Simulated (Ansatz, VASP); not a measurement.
# One calculation of Ir, two programs

```
Ir
1.0
     0.00000    1.93790    1.93790
     1.93790    0.00000    1.93790
     1.93790    1.93790    0.00000
Ir
1
Cartesian
  0.0000 0.0000 0.0000
```

Alike in both runs: functional PBE; k mesh 8 × 8 × 8; occupations gaussian, width 0.1 eV; no spin polarisation.

Ansatz relaxed the structure, and its values are those at the end. VASP's run is a single point on that final structure, the one shown.

```csv
,VASP,Ansatz
version,VASP 6.6.1,Ansatz 0.2.0
potentials or method,"VASP PAW PBE potentials, release 64 (Ir), cutoff 500 eV","scalar-relativistic, plane waves, PAW"
valence electrons in the cell,9,17
```

Ansatz gave:

| Item | Value |
| --- | --- |
| gap on the k mesh at the Fermi level (eV) | none |
| pressure (GPa) | -0.1 |

Question: Estimate VASP's values.

Answer: gap on the k mesh at the Fermi level (eV): none; pressure (GPa): 0.4.

A gap of «none» marks a metal or a gap that the smearing closes. VASP's potentials hold 9 valence electrons a cell and Ansatz's 17, so a difference there can come from the potentials and not from the codes.

Neither program's run includes spin-orbit coupling.
